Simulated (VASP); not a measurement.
# Si2W (I4/mmm) in VASP: notebook, part 2 of 2

VASP 6.6.1. The steps go on from the part before.

## Step 4: Single point, PBE (volume scaled by 1.06)

Input file INCAR:

```
PREC     = Accurate       # precision mode
ENCUT    = 520            # plane-wave cutoff, eV
EDIFF    = 1E-6           # SCF threshold, eV
ISMEAR   = -1             # smearing method
SIGMA    = 0.05           # smearing width, eV
LREAL    = False          # projectors in reciprocal space
LASPH    = True           # aspherical terms in the spheres
NELM     = 80             # most SCF steps
ALGO     = Normal         # electronic algorithm
ISIF     = 2              # what is computed and relaxed
LWAVE    = False          # write WAVECAR
LCHARG   = False          # write CHGCAR
GGA      = PE             # functional
NBANDS   = 18             # bands
```

Input file KPOINTS:

```
regular mesh
0
Gamma
  12 12 12
```

Input file POSCAR:

```
Si2W
1.0
   -1.6384158444      1.6384158444      3.9917332191
    1.6384158444     -1.6384158444      3.9917332191
    1.6384158444      1.6384158444     -3.9917332191
W Si
1 2
Direct
    0.0000000000      0.0000000000      0.0000000000
    0.6653000000      0.6653000000      0.0000000000
    0.3347000000      0.3347000000      0.0000000000
```

Run with:

```bash
$ cat potpaw_PBE.64/W_sv/POTCAR potpaw_PBE.64/Si/POTCAR > POTCAR
$ mpirun -np 1 vasp_std > vasp.out
```

It took 1.8 min on 1 thread of Intel Xeon Platinum 8488C (Sapphire Rapids), shared host; peak memory 0.27 GiB.

The run converged. Its results:

```yaml
Free_energy: -24.7644 eV
Pressure: -8.8 GPa
Largest_force: 0.073 eV/Å
Band_gap_on_the_k_mesh: zero (band 11 reaches 11.82 eV, above the bottom of band 12 at 10.61 eV)
```

Forces in eV/Å, atoms in the order of the input:
```
W    0.000  0.000  0.000
Si   0.000  0.000 -0.073
Si   0.000  0.000  0.073
```

Stress tensor (GPa, compression positive):
```
-8.43  0.00  0.00
 0.00 -8.43  0.00
 0.00  0.00 -9.47
```

Levels at points of the mesh, in eV from the Fermi level:
```tsv
k point	band 8	band 9	band 10	band 11	band 12	band 13	band 14	band 15
(0.00, 0.00, 0.00)	-3.05	-2.68	-2.68	0.56	2.40	2.91	2.91	3.14
(0.50, 0.00, 0.00)	-4.67	-2.63	-2.56	-0.37	2.47	2.69	3.77	3.95
(0.50, 0.50, 0.00)	-5.51	-4.78	-3.02	-1.74	2.57	2.71	2.85	3.69
(0.50, 0.50, 0.50)	-2.42	-0.84	-0.84	-0.47	-0.47	0.72	4.23	4.26
```

Caveat: the cell differs from its parent crystal (volume scaled by 1.06); spin-orbit coupling is left out, which moves the levels of the heavy elements.

## Step 5: Single point, PBE

This run uses another cell than the first one, of 12.94 Å³/atom, 0.941 times its volume.

Input file INCAR:

```
PREC = Accurate
ENCUT = 520
EDIFF = 1E-7
ISMEAR = -1
SIGMA = 0.05
LREAL = False
LASPH = True
NELM = 60
ALGO = Normal
ISIF = 2
LWAVE = False
LCHARG = False
GGA = PE
NBANDS = 18
```

KPOINTS is that of step 4.

Input file POSCAR:

```
Si2W
1.0
   -1.5851824729      1.5851824729      3.8620387842
    1.5851824729     -1.5851824729      3.8620387842
    1.5851824729      1.5851824729     -3.8620387842
W Si
1 2
Direct
    0.0000000000      0.0000000000      0.0000000000
    0.6653000000      0.6653000000      0.0000000000
    0.3347000000      0.3347000000      0.0000000000
```

Potentials or basis: VASP PAW PBE potentials, release 64 (W_sv, Si).

Run with:

```bash
$ cat potpaw_PBE.64/W_sv/POTCAR potpaw_PBE.64/Si/POTCAR > POTCAR
$ mpirun -np 1 vasp_std > vasp.out
```

OUTCAR:

```text
PREC = Accurate
   ENCUT = 520
   EDIFF = 1E-7
   ISMEAR = -1
   LREAL = False
   LASPH = True
   NELM = 60
   ISIF = 2
   GGA = PE

 ion  position               nearest neighbor table
   1  0.000  0.000  0.000-   2 2.58   2 2.58   2 2.58   3 2.58   2 2.58   3 2.58   3 2.58   3 2.58
                             2 2.59   3 2.59
   2  0.665  0.665  0.000-   3 2.55   1 2.58   1 2.58   1 2.58   1 2.58   1 2.59   3 2.60   3 2.60
                             3 2.60   3 2.60
   3  0.335  0.335  0.000-   2 2.55   1 2.58   1 2.58   1 2.58   1 2.58   1 2.59   2 2.60   2 2.60
                             2 2.60   2 2.60

  LATTYP: Found a body centered tetragonal cell.
 ALAT       =     3.1703649458
 C/A-ratio  =     2.4363370465

  Lattice vectors:

 A1 = (  -1.5851824729,   1.5851824729,   3.8620387842)
 A2 = (   1.5851824729,  -1.5851824729,   3.8620387842)
 A3 = (   1.5851824729,   1.5851824729,  -3.8620387842)

Analysis of symmetry for initial positions (statically):
=====================================================================
 Subroutine PRICEL returns:
 Original cell was already a primitive cell.

 Routine SETGRP: Setting up the symmetry group for a
 body centered tetragonal supercell.

 Subroutine GETGRP returns: Found 16 space group operations
 (whereof 16 operations were pure point group operations)
 out of a pool of 16 trial point group operations.

The static configuration has the point symmetry D_4h.

Analysis of symmetry for dynamics (positions and initial velocities):
=====================================================================
 Subroutine PRICEL returns:
 Original cell was already a primitive cell.

 Routine SETGRP: Setting up the symmetry group for a
 body centered tetragonal supercell.

 Subroutine GETGRP returns: Found 16 space group operations
 (whereof 16 operations were pure point group operations)
 out of a pool of 16 trial point group operations.

The dynamic configuration has the point symmetry D_4h.

 Subroutine INISYM returns: Found 16 space group operations
 (whereof 16 operations are pure point group operations),
 and found     1 'primitive' translations

----------------------------------------------------------------------------------------

                                     Primitive cell

  volume of cell :      38.8182

  direct lattice vectors                    reciprocal lattice vectors
    -1.585182473  1.585182473  3.862038784     0.000000000  0.315421100  0.129465297
     1.585182473 -1.585182473  3.862038784     0.315421100  0.000000000  0.129465297
     1.585182473  1.585182473 -3.862038784     0.315421100  0.315421100  0.000000000

  length of vectors
     4.465529142  4.465529142  4.465529142     0.340957085  0.340957085  0.446072798

  position of ions in fractional coordinates (direct lattice)
     0.000000000  0.000000000  0.000000000
     0.665300000  0.665300000  0.000000000
     0.334700000  0.334700000  0.000000000

  ion indices of the primitive-cell ions
   primitive index   ion index
                 1           1
                 2           2
                 3           3

----------------------------------------------------------------------------------------

 KPOINTS: regular mesh

Automatic generation of k-mesh.
 Grid dimensions read from file:
 generate k-points for:   12   12   12

 Generating k-lattice:

  Cartesian coordinates                     Fractional coordinates (reciprocal lattice)
     0.000000000  0.026285092  0.010788775     0.083333333  0.000000000  0.000000000
     0.026285092  0.000000000  0.010788775     0.000000000  0.083333333  0.000000000
     0.026285092  0.026285092  0.000000000     0.000000000  0.000000000  0.083333333

  Length of vectors
     0.028413090  0.028413090  0.037172733

  Shift w.r.t. Gamma in fractional coordinates (k-lattice)
     0.000000000  0.000000000  0.000000000

 Subroutine IBZKPT returns following result:
 ===========================================

 Found    163 irreducible k-points:

 Following reciprocal coordinates:
            Coordinates               Weight
  0.000000  0.000000  0.000000      1.000000
  0.083333  0.000000 -0.000000      8.000000
  0.166667  0.000000 -0.000000      8.000000
  0.250000  0.000000 -0.000000      8.000000
  0.333333  0.000000  0.000000      8.000000
  0.416667  0.000000  0.000000      8.000000
[... 16 lines left out ...]
  0.500000  0.166667 -0.000000     16.000000
 -0.416667  0.166667  0.000000     16.000000
 [... further k-points ...]
   k-points           NKPTS =    163   k-points in BZ     NKDIM =    163   number of bands    NBANDS=     18
   number of dos      NEDOS =    301   number of ions     NIONS =      3
   total plane-waves  NPLWV =  46656
   dimension x,y,z NGX =    36 NGY =   36 NGZ =   36
   dimension x,y,z NGXF=    72 NGYF=   72 NGZF=   72
   ions per type =               1   2
   NGX,Y,Z   is equivalent  to a cutoff of  13.40, 13.40, 13.40 a.u.
   NGXF,Y,Z  is equivalent  to a cutoff of  26.80, 26.80, 26.80 a.u.
 SYSTEM =  unknown system
   PREC   = accura    normal or accurate (medium, high low for compatibility)
   ISTART =      0    job   : 0-new  1-cont  2-samecut
   ICHARG =      2    charge: 1-file 2-atom 10-const
   ISPIN  =      1    spin polarized calculation?
   LNONCOLLINEAR =      F non collinear calculations
   LSORBIT =      F    spin-orbit coupling
   LASPH  =      T    aspherical Exc in radial PAW
   ENCUT  =  520.0 eV  38.22 Ry    6.18 a.u.   8.30  8.30  8.30*2*pi/ulx,y,z
   NELM   =     60;   NELMIN=  2; NELMDL= -5     # of ELM steps
   EDIFF  = 0.1E-06   stopping-criterion for ELM
   LREAL  =      F    real-space projection
   EDIFFG = 0.1E-05   stopping-criterion for IOM
   NSW    =      0    number of steps for IOM
   IBRION =     -1    ionic relax: 0-MD 1-quasi-New 2-CG
   NFREE  =      0    steps in history (QN), initial steepest desc. (CG)
   ISIF   =      2    stress and relaxation
   ISYM   =      2    0-nonsym 1-usesym 2-fastsym
   POTIM  = 0.5000    time-step for ionic-motion
   TEBEG  =    0.0;   TEEND  =   0.0 temperature during run
   PSTRESS=    0.0 pullay stress
   NELECT =      22.0000    total number of electrons
   NUPDOWN=      -1.0000    fix difference up-down
   EMIN   =  10.00;   EMAX   =-10.00  energy-range for DOS
   EFERMI =   0.00;   METHOD = LEGACY
   ISMEAR =    -1;   SIGMA  =   0.05  broadening in eV -4-tet -1-fermi 0-gaus
   EFERMI_NEDOS =   21; number of points for ismear=-14 and -15
   IALGO  =     38    algorithm
   IMIX   =      4    mixing-type and parameters
     AMIX     =   0.40;   BMIX     =  1.00
     AMIX_MAG =   1.60;   BMIX_MAG =  1.00
  volume/ion in A,a.u.               =      12.94        87.32
  Fermi-wavevector in a.u.,A,eV,Ry     =   1.354786  2.560174 24.972744  1.835445
  Thomas-Fermi vector in A             =   2.481928
   LORBIT       =      0    0 simple, 1 ext, 2 COOP (PROOUT), +10 PAW based schemes
   GGA     = PE    functional components
   LHFCALC =     F    Hartree Fock is set to
   AEXX    =    0.0000 exact exchange contribution
   IVDW    =     0    specifies the selected vdW correction
   LEPSILON=     F    determine dielectric tensor
   LRPA    =     F    only Hartree local field effects (RPA)
 non-spin polarized calculation
  energy-cutoff  :      520.00
  volume of cell :       38.82
 maximum number of plane-waves:      1063
 NGX is ok and might be reduce to    36
   NGX = 17   NGY = 17   NGZ = 17

 number of electron      22.0000000 magnetization

 Free energy of the ion-electron system (eV)
  ---------------------------------------------------
  ext. energy  EPLUGINS =         0.00000000
  ---------------------------------------------------
  free energy    TOTEN  =       -24.72334088 eV

  energy without entropy =      -24.72153559  energy(sigma->0) =      -24.72243823

 E-fermi :  12.5806     XC(G=0): -12.7244

 val. band max:       12.5243511494   @ k =  -0.3333  -0.4167   0.3333
 cond. band min:      12.5988279673   @ k =  -0.4167  -0.4167   0.3333
 fundamental gap:      0.0744768178
 Fermi energy:        12.5806337700

 k-point     1 :       0.0000    0.0000    0.0000
  band No.  band energies     occupation
      1     -61.2041      2.00000
      2     -25.5041      2.00000
      3     -25.4685      2.00000
      4     -25.4685      2.00000
      5      -1.8673      2.00000
      6       5.4290      2.00000
[... 10 lines left out ...]
     17      18.5377      0.00000
     18      18.5377      0.00000
[... 463 lines left out ...]
 k-point    24 :      -0.4167    0.1667    0.0000
  band No.  band energies     occupation
      1     -61.1930      2.00000
      2     -25.6981      2.00000
      3     -25.5079      2.00000
      4     -25.4781      2.00000
      5       1.3208      2.00000
      6       4.0390      2.00000
[... 10 lines left out ...]
     17      19.8842      0.00000
     18      21.2747      0.00000

 [... further k-points ...]
[... 5 lines left out ...]
  --------------------------------------------------------------------------------------
  -------------------------------------------------------------------------------------
  Total        3.2176904      3.2176904      3.6830843      0.0000000      0.0000000     -0.0000000
  in kB      132.8066081    132.8066081    152.0152282      0.0000000      0.0000000     -0.0000000
  external PRESSURE =     139.2094815 kB  Pullay stress =       0.0000000 kB

 VOLUME and BASIS-vectors are now :
 -----------------------------------------------------------------------------
  energy-cutoff  :      520.00
  volume of cell :       38.82
      direct lattice vectors                 reciprocal lattice vectors
    -1.585182473  1.585182473  3.862038784     0.000000000  0.315421100  0.129465297
     1.585182473 -1.585182473  3.862038784     0.315421100  0.000000000  0.129465297
     1.585182473  1.585182473 -3.862038784     0.315421100  0.315421100  0.000000000

 POSITION                                       TOTAL-FORCE (eV/Angst)
 -----------------------------------------------------------------------------------
      0.00000      0.00000      0.00000         0.000000      0.000000      0.000000
      0.00000      0.00000      5.13883         0.000000      0.000000      0.196533
      0.00000      0.00000      2.58525        -0.000000     -0.000000     -0.196533
 -----------------------------------------------------------------------------------
    total drift:                               -0.000000     -0.000000      0.000000

  FREE ENERGIE OF THE ION-ELECTRON SYSTEM (eV)
  ---------------------------------------------------
  free  energy   TOTEN  =       -24.7233408783 eV

  energy  without entropy=      -24.7215355899  energy(sigma->0) =      -24.72243823
```

OSZICAR:

```text
N       E                     dE             d eps       ncg     rms          rms(c)
DAV:   1     0.132965448888E+03    0.13297E+03   -0.10822E+04  5868   0.124E+03
DAV:   2    -0.210474923670E+02   -0.15401E+03   -0.15003E+03  6764   0.325E+02
DAV:   3    -0.255091494424E+02   -0.44617E+01   -0.44203E+01  7226   0.501E+01
DAV:   4    -0.255471723858E+02   -0.38023E-01   -0.37991E-01  6994   0.487E+00
DAV:   5    -0.255475613355E+02   -0.38895E-03   -0.38893E-03  6876   0.526E-01    0.276E+01
DAV:   6    -0.248224870266E+02    0.72507E+00   -0.30366E+00  6330   0.128E+01    0.100E+01
DAV:   7    -0.247431862385E+02    0.79301E-01   -0.17156E-01  6344   0.243E+00    0.467E+00
DAV:   8    -0.247238155407E+02    0.19371E-01   -0.33445E-02  6646   0.145E+00    0.331E-01
DAV:   9    -0.247234263320E+02    0.38921E-03   -0.86549E-04  6724   0.243E-01    0.190E-01
DAV:  10    -0.247233458250E+02    0.80507E-04   -0.22723E-04  6954   0.130E-01    0.423E-02
DAV:  11    -0.247233412402E+02    0.45848E-05   -0.28588E-05  6618   0.380E-02    0.170E-02
DAV:  12    -0.247233416610E+02   -0.42087E-06   -0.12252E-06  6994   0.738E-03    0.402E-03
DAV:  13    -0.247233409447E+02    0.71638E-06   -0.24631E-07  5448   0.451E-03    0.603E-04
DAV:  14    -0.247233408783E+02    0.66354E-07   -0.12472E-08  3214   0.990E-04
   1 F= -.24723341E+02 E0= -.24722438E+02  d E =-.180529E-02
```

Run time: 2.2 min. Hardware: 1 thread of Intel Xeon Platinum 8259CL at 2.50GHz (Skylake/Cascade Lake), shared host; peak memory 0.27 GiB.

What came out:

- Free energy: -24.7233 eV
- Pressure: 13.9 GPa
- Largest force: 0.197 eV/Å
- Band gap on the k mesh: zero (band 11 reaches 13.34 eV, above the bottom of band 12 at 11.97 eV)

Forces on the atoms (eV/Å):
```
W    0.000  0.000  0.000
Si   0.000  0.000  0.197
Si   0.000  0.000 -0.197
```

Stress tensor (GPa, compression positive):
```
13.28  0.00  0.00
 0.00 13.28  0.00
 0.00  0.00 15.20
```

Levels at points of the mesh, in eV from the Fermi level:
```csv
k point,band 7,band 8,band 9,band 10,band 11,band 12,band 13,band 14,band 15,band 16
"(0.00, 0.00, 0.00)",-3.71,-3.55,-2.98,-2.98,0.62,2.76,2.99,3.16,3.16,4.85
"(0.50, 0.00, 0.00)",-5.95,-5.01,-2.95,-2.93,-0.51,2.84,2.86,4.02,4.75,5.16
"(0.50, 0.50, 0.00)",-6.21,-5.50,-5.20,-3.44,-1.80,2.95,3.14,3.32,4.04,4.32
"(0.50, 0.50, 0.50)",-4.11,-2.71,-0.86,-0.86,-0.54,-0.54,0.81,4.66,5.36,6.18
```

Caveat: spin-orbit coupling is left out, which moves the levels of the heavy elements.

## Step 6: Overview

```tsv
level	cell	k mesh	gap on the mesh (eV)	pressure (GPa)	largest force (eV/Å)
PBEsol	a = 4.595 Å, angles 139.1, 139.1, 59.3°, 3 atoms	10 × 10 × 10	none	-6.3	0.06
PBEsol	a = 4.663 Å, angles 139.7, 139.7, 58.3°, 3 atoms	10 × 10 × 10	none	-10.1	0.11
PBE	a = 4.615 Å, angles 138.4, 138.4, 60.3°, 3 atoms	12 × 12 × 12	none	-8.8	0.07
PBE	a = 4.466 Å, angles 138.4, 138.4, 60.3°, 3 atoms	12 × 12 × 12	none	13.9	0.20
```

Alike in all rows: task single point; potentials or basis VASP PAW PBE potentials, release 64 (W_sv, Si); no spin polarisation; cutoff (eV) 520; smearing fermi-dirac 0.05 eV.

Caveats: spin-orbit coupling is left out, which moves the levels of the heavy elements; the PAW data sets were made with another functional, which shifts forces and pressure a little (some runs).

Total energies depend on the potentials used, so only differences within one code and one set of settings carry meaning.
